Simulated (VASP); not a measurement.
# Fe (Im-3m) in VASP: a series of runs

The runs below take Fe through single point, with PBEsol.

Program: VASP 6.6.1. These are calculated values, not measurements. Logs are shortened: lines on timing, memory, paths and dates and some standing lists are left out, and cuts for length are marked.

### Step 1. The cell of the first run

Symmetry: Im-3m, No. 229, cubic system. Conventional cell: a = 2.771 Å, b = 2.771 Å, c = 2.771 Å, α = 90.00°, β = 90.00°, γ = 90.00°. Within 3.2 Å of Fe (site symmetry m-3m) lie 14 Fe at 2.40 to 2.77 Å.

### Step 2. Single point, PBEsol, collinear spin, ferromagnetic start

File INCAR:

```
ALGO = Normal ; EDIFF = 1E-6
ENCUT = 520 ; GGA = PS
ISIF = 2 ; ISMEAR = 0
ISPIN = 2 ; LASPH = T
LCHARG = T ; LELF = T
LMAXMIX = 4 ; LORBIT = 11
LREAL = F ; LVHAR = T
LWAVE = F ; MAGMOM = 2.51
NBANDS = 14 ; NELM = 150
PREC = Accurate ; SIGMA = 0.05
```

File KPOINTS:

```
k-points
0
Gamma
  20 20 20
```

File POSCAR:

```
Fe
1.0
   -1.3854772669      1.3854772669      1.3854772669
    1.3854772669     -1.3854772669      1.3854772669
    1.3854772669      1.3854772669     -1.3854772669
Fe
1
Direct
    0.0000000000      0.0000000000      0.0000000000
```

Potentials or basis: VASP PAW PBE potentials, release 64 (Fe).

The run is started by

```console
> cat potpaw_PBE.64/Fe/POTCAR > POTCAR
> mpirun -np 1 vasp_std > vasp.out
```

OUTCAR:

```text
EDIFF = 1E-6
   ENCUT = 520
   GGA = PS
   ISIF = 2
   ISMEAR = 0
   ISPIN = 2
   LASPH = T
   LORBIT = 11
   LREAL = F
   NELM = 150
   PREC = Accurate

 ion  position               nearest neighbor table
   1  0.000  0.000  0.000-

  LATTYP: Found a body centered cubic cell.
 ALAT       =     2.7709545338

  Lattice vectors:

 A1 = (  -1.3854772669,   1.3854772669,   1.3854772669)
 A2 = (   1.3854772669,  -1.3854772669,   1.3854772669)
 A3 = (   1.3854772669,   1.3854772669,  -1.3854772669)

Analysis of symmetry for initial positions (statically):
=====================================================================
 Subroutine PRICEL returns:
 Original cell was already a primitive cell.

 Routine SETGRP: Setting up the symmetry group for a
 body centered cubic supercell.

 Subroutine GETGRP returns: Found 48 space group operations
 (whereof 48 operations were pure point group operations)
 out of a pool of 48 trial point group operations.

The static configuration has the point symmetry O_h .

Analysis of symmetry for dynamics (positions and initial velocities):
=====================================================================
 Subroutine PRICEL returns:
 Original cell was already a primitive cell.

 Routine SETGRP: Setting up the symmetry group for a
 body centered cubic supercell.

 Subroutine GETGRP returns: Found 48 space group operations
 (whereof 48 operations were pure point group operations)
 out of a pool of 48 trial point group operations.

The dynamic configuration has the point symmetry O_h .

Analysis of structural, dynamic, and magnetic symmetry:
=====================================================================
 Subroutine PRICEL returns:
 Original cell was already a primitive cell.

 Routine SETGRP: Setting up the symmetry group for a
 body centered cubic supercell.

 Subroutine GETGRP returns: Found 48 space group operations
 (whereof 48 operations were pure point group operations)
 out of a pool of 48 trial point group operations.

The overall configuration has the point symmetry O_h .

 Subroutine INISYM returns: Found 48 space group operations
 (whereof 48 operations are pure point group operations),
 and found     1 'primitive' translations

----------------------------------------------------------------------------------------

                                     Primitive cell

  volume of cell :      10.6380

  direct lattice vectors                    reciprocal lattice vectors
    -1.385477267  1.385477267  1.385477267     0.000000000  0.360886470  0.360886470
     1.385477267 -1.385477267  1.385477267     0.360886470  0.000000000  0.360886470
     1.385477267  1.385477267 -1.385477267     0.360886470  0.360886470  0.000000000

  length of vectors
     2.399717019  2.399717019  2.399717019     0.510370540  0.510370540  0.510370540

  position of ions in fractional coordinates (direct lattice)
     0.000000000  0.000000000  0.000000000

  ion indices of the primitive-cell ions
   primitive index   ion index
                 1           1

----------------------------------------------------------------------------------------

 KPOINTS: k-points

Automatic generation of k-mesh.
 Grid dimensions read from file:
 generate k-points for:   20   20   20

 Generating k-lattice:

  Cartesian coordinates                     Fractional coordinates (reciprocal lattice)
     0.000000000  0.018044323  0.018044323     0.050000000  0.000000000  0.000000000
     0.018044323  0.000000000  0.018044323     0.000000000  0.050000000  0.000000000
     0.018044323  0.018044323  0.000000000     0.000000000  0.000000000  0.050000000

  Length of vectors
     0.025518527  0.025518527  0.025518527

  Shift w.r.t. Gamma in fractional coordinates (k-lattice)
     0.000000000  0.000000000  0.000000000

 Subroutine IBZKPT returns following result:
 ===========================================

 Found    256 irreducible k-points:

 Following reciprocal coordinates:
            Coordinates               Weight
  0.000000  0.000000  0.000000      1.000000
  0.050000  0.000000  0.000000     12.000000
  0.100000  0.000000  0.000000     12.000000
  0.150000  0.000000  0.000000     12.000000
  0.200000  0.000000  0.000000     12.000000
  0.250000  0.000000  0.000000     12.000000
[... 16 lines left out ...]
  0.200000  0.100000  0.000000     48.000000
  0.250000  0.100000 -0.000000     48.000000
 [... further k-points ...]
   k-points           NKPTS =    256   k-points in BZ     NKDIM =    256   number of bands    NBANDS=     14
   number of dos      NEDOS =    301   number of ions     NIONS =      1
   total plane-waves  NPLWV =   5832
   dimension x,y,z NGX =    18 NGY =   18 NGZ =   18
   dimension x,y,z NGXF=    36 NGYF=   36 NGZF=   36
   ions per type =               1
   NGX,Y,Z   is equivalent  to a cutoff of  12.47, 12.47, 12.47 a.u.
   NGXF,Y,Z  is equivalent  to a cutoff of  24.94, 24.94, 24.94 a.u.
 SYSTEM =  unknown system
   PREC   = accura    normal or accurate (medium, high low for compatibility)
   ISTART =      0    job   : 0-new  1-cont  2-samecut
   ICHARG =      2    charge: 1-file 2-atom 10-const
   ISPIN  =      2    spin polarized calculation?
   LNONCOLLINEAR =      F non collinear calculations
   LSORBIT =      F    spin-orbit coupling
   LASPH  =      T    aspherical Exc in radial PAW
   ENCUT  =  520.0 eV  38.22 Ry    6.18 a.u.   4.46  4.46  4.46*2*pi/ulx,y,z
   NELM   =    150;   NELMIN=  2; NELMDL= -5     # of ELM steps
   EDIFF  = 0.1E-05   stopping-criterion for ELM
   LREAL  =      F    real-space projection
   EDIFFG = 0.1E-04   stopping-criterion for IOM
   NSW    =      0    number of steps for IOM
   IBRION =     -1    ionic relax: 0-MD 1-quasi-New 2-CG
   NFREE  =      0    steps in history (QN), initial steepest desc. (CG)
   ISIF   =      2    stress and relaxation
   ISYM   =      2    0-nonsym 1-usesym 2-fastsym
   POTIM  = 0.5000    time-step for ionic-motion
   TEBEG  =    0.0;   TEEND  =   0.0 temperature during run
   PSTRESS=    0.0 pullay stress
   NELECT =       8.0000    total number of electrons
   NUPDOWN=      -1.0000    fix difference up-down
   EMIN   =  10.00;   EMAX   =-10.00  energy-range for DOS
   EFERMI =   0.00;   METHOD = LEGACY
   ISMEAR =     0;   SIGMA  =   0.05  broadening in eV -4-tet -1-fermi 0-gaus
   EFERMI_NEDOS =   21; number of points for ismear=-14 and -15
   IALGO  =     38    algorithm
   IMIX   =      4    mixing-type and parameters
     AMIX     =   0.40;   BMIX     =  1.00
     AMIX_MAG =   1.60;   BMIX_MAG =  1.00
  volume/ion in A,a.u.               =      10.64        71.79
  Fermi-wavevector in a.u.,A,eV,Ry     =   1.488740  2.813310 30.155215  2.216346
  Thomas-Fermi vector in A             =   2.601736
   LORBIT       =     11    0 simple, 1 ext, 2 COOP (PROOUT), +10 PAW based schemes
   GGA     = PS    functional components
   LHFCALC =     F    Hartree Fock is set to
   AEXX    =    0.0000 exact exchange contribution
   IVDW    =     0    specifies the selected vdW correction
   LEPSILON=     F    determine dielectric tensor
   LRPA    =     F    only Hartree local field effects (RPA)
 spin polarized calculation
 Gauss-broadening in eV      SIGMA  =   0.05
  energy-cutoff  :      520.00
  volume of cell :       10.64
 maximum number of plane-waves:       321
 NGX is ok and might be reduce to    18
   NGX =  9   NGY =  9   NGZ =  9

 number of electron       7.9999998 magnetization       2.0693405

 Free energy of the ion-electron system (eV)
  ---------------------------------------------------
  ext. energy  EPLUGINS =         0.00000000
  ---------------------------------------------------
  free energy    TOTEN  =        -8.91831275 eV

  energy without entropy =       -8.91761331  energy(sigma->0) =       -8.91796303

 E-fermi :   6.3796     XC(G=0): -13.6577

 val. band max:        6.3607684941   @ k =  -0.4500   0.4500   0.0500
 cond. band min:       6.3938391970   @ k =  -0.4000   0.4000   0.2500
 fundamental gap:      0.0330707029
 Fermi energy:         6.3795865048

 spin component 1

 k-point     1 :       0.0000    0.0000    0.0000
  band No.  band energies     occupation
      1      -2.5489      1.00000
      2       3.9326      1.00000
      3       3.9326      1.00000
      4       3.9326      1.00000
      5       5.3261      1.00000
      6       5.3261      1.00000
      7      31.9387      0.00000
      8      31.9387      0.00000
      9      31.9387      0.00000
     10      37.4815      0.00000
     11      37.4815      0.00000
     12      40.1499      0.00000
     13      40.1499      0.00000
     14      40.1499      0.00000
[... 375 lines left out ...]
 k-point    24 :       0.2500    0.1000   -0.0000
  band No.  band energies     occupation
      1       0.7330      1.00000
      2       3.1284      1.00000
      3       3.6301      1.00000
      4       5.1224      1.00000
      5       5.5496      1.00000
      6       6.1593      1.00000
      7      20.6984      0.00000
      8      25.2090      0.00000
      9      29.0069      0.00000
     10      32.3176      0.00000
     11      37.0878      0.00000
     12      38.5725      0.00000
     13      44.3640      0.00000
     14      46.6210      0.00000

 [... further k-points ...]

 spin component 2

 k-point     1 :       0.0000    0.0000    0.0000
  band No.  band energies     occupation
      1      -2.2789      1.00000
      2       5.7265      1.00000
      3       5.7265      1.00000
      4       5.7265      1.00000
      5       7.8738      0.00000
      6       7.8739      0.00000
      7      31.8760      0.00000
      8      31.8760      0.00000
      9      31.8760      0.00000
     10      37.8171      0.00000
     11      37.8171      0.00000
     12      40.8626      0.00000
     13      40.8626      0.00000
     14      40.8626      0.00000
[... 375 lines left out ...]
 k-point    24 :       0.2500    0.1000   -0.0000
  band No.  band energies     occupation
      1       1.2560      1.00000
      2       4.7871      1.00000
      3       5.1447      1.00000
      4       7.4541      0.00000
      5       7.9724      0.00000
      6       8.1822      0.00000
      7      21.5128      0.00000
      8      25.6900      0.00000
      9      29.6173      0.00000
     10      32.6726      0.00000
     11      37.6423      0.00000
     12      39.0019      0.00000
     13      44.6926      0.00000
     14      47.1496      0.00000

 [... further k-points ...]
[... 5 lines left out ...]
  --------------------------------------------------------------------------------------
  -------------------------------------------------------------------------------------
  Total        0.2447952      0.2447952      0.2447952      0.0000000      0.0000000     -0.0000000
  in kB       36.8684862     36.8684862     36.8684862      0.0000000      0.0000000     -0.0000000
  external PRESSURE =      36.8684862 kB  Pullay stress =       0.0000000 kB

 VOLUME and BASIS-vectors are now :
 -----------------------------------------------------------------------------
  energy-cutoff  :      520.00
  volume of cell :       10.64
      direct lattice vectors                 reciprocal lattice vectors
    -1.385477267  1.385477267  1.385477267     0.000000000  0.360886470  0.360886470
     1.385477267 -1.385477267  1.385477267     0.360886470  0.000000000  0.360886470
     1.385477267  1.385477267 -1.385477267     0.360886470  0.360886470  0.000000000

 POSITION                                       TOTAL-FORCE (eV/Angst)
 -----------------------------------------------------------------------------------
      0.00000      0.00000      0.00000        -0.000000     -0.000000     -0.000000
 -----------------------------------------------------------------------------------
    total drift:                                0.000000     -0.000000      0.000000

  FREE ENERGIE OF THE ION-ELECTRON SYSTEM (eV)
  ---------------------------------------------------
  free  energy   TOTEN  =        -8.9183127486 eV

  energy  without entropy=       -8.9176133062  energy(sigma->0) =       -8.91796303

 total charge

# of ion       s       p       d       tot
------------------------------------------
    1        0.520   0.607   6.291   7.418

 magnetization (x)

# of ion       s       p       d       tot
------------------------------------------
    1       -0.012  -0.049   2.109   2.048
```

Run time: 41 s. Hardware: 1 thread of AMD EPYC 9R14 (Zen 4), shared host; peak memory 0.14 GiB.

What came out:

```
Free energy                                           : -8.9183 eV
Pressure                                              : 3.7 GPa
Net moment                                            : 2.07 μB per cell
Site moments                                          : Fe +2.05 μB
Valence electrons inside the program's atomic spheres : Fe 7.42
```

Caveat: the PAW data sets were made with another functional, which shifts forces and pressure a little.

### Step 3. Single point, PBEsol, collinear spin, ferromagnetic start

This run uses another cell than the first one, of 10.82 Å³/atom, 1.017 times its volume.

File INCAR:

```
PREC = Accurate
ENCUT = 520
EDIFF = 1E-6
ISMEAR = 0
SIGMA = 0.05
LREAL = F
LASPH = T
NELM = 150
ALGO = Normal
ISIF = 2
LWAVE = F
LCHARG = F
ISPIN = 2
MAGMOM = 2.3
LORBIT = 11
LMAXMIX = 4
GGA = PS
NBANDS = 14
```

File KPOINTS:

```
regular mesh
0
Gamma
  20 20 20
```

File POSCAR:

```
Fe
1.0
   -1.3934411128      1.3934411128      1.3934411128
    1.3934411128     -1.3934411128      1.3934411128
    1.3934411128      1.3934411128     -1.3934411128
Fe
1
Direct
    0.0000000000      0.0000000000      0.0000000000
```

Potentials or basis: VASP PAW PBE potentials, release 64 (Fe).

The run is started by

```console
> cat potpaw_PBE.64/Fe/POTCAR > POTCAR
> mpirun -np 1 vasp_std > vasp.out
```

Run time: 42 s. Hardware: 1 thread of AMD EPYC 9R14 (Zen 4), shared host; peak memory 0.14 GiB.

The run converged. Its results:

| Quantity | Value |
| --- | --- |
| Free energy | -8.9200 eV |
| Pressure | -0.6 GPa |
| Net moment | 2.08 μB per cell |
| Site moments | Fe +2.07 μB |
| Valence electrons inside the program's atomic spheres | Fe 7.38 |

Levels at points of the mesh, in eV from the Fermi level:
Spin up:
| k point | band 1 | band 2 | band 3 | band 4 | band 5 | band 6 | band 7 | band 8 | band 9 | band 10 |
| --- | --- | --- | --- | --- | --- | --- | --- | --- | --- | --- |
| (0.00, 0.00, 0.00) | -8.82 | -2.40 | -2.40 | -2.40 | -1.05 | -1.05 | 25.40 | 25.40 | 25.40 | 30.82 |
| (0.50, 0.00, 0.00) | -5.23 | -3.58 | -0.99 | -0.84 | 0.41 | 0.51 | 7.77 | 18.69 | 20.90 | 24.14 |
| (0.50, 0.50, 0.50) | -5.15 | -5.15 | 0.22 | 0.22 | 0.22 | 10.19 | 10.19 | 10.19 | 16.12 | 16.12 |
Spin down:
```csv
k point,band 1,band 2,band 3,band 4,band 5,band 6,band 7,band 8
"(0.00, 0.00, 0.00)",-8.55,-0.60,-0.60,-0.60,1.51,1.51,25.32,25.32
"(0.50, 0.00, 0.00)",-3.98,-1.96,0.64,1.39,1.79,2.61,9.11,18.85
"(0.50, 0.50, 0.50)",-3.44,-3.44,2.29,2.29,2.29,10.54,10.54,10.54
```

Caveat: the PAW data sets were made with another functional, which shifts forces and pressure a little.

[end of part 1 of 2]
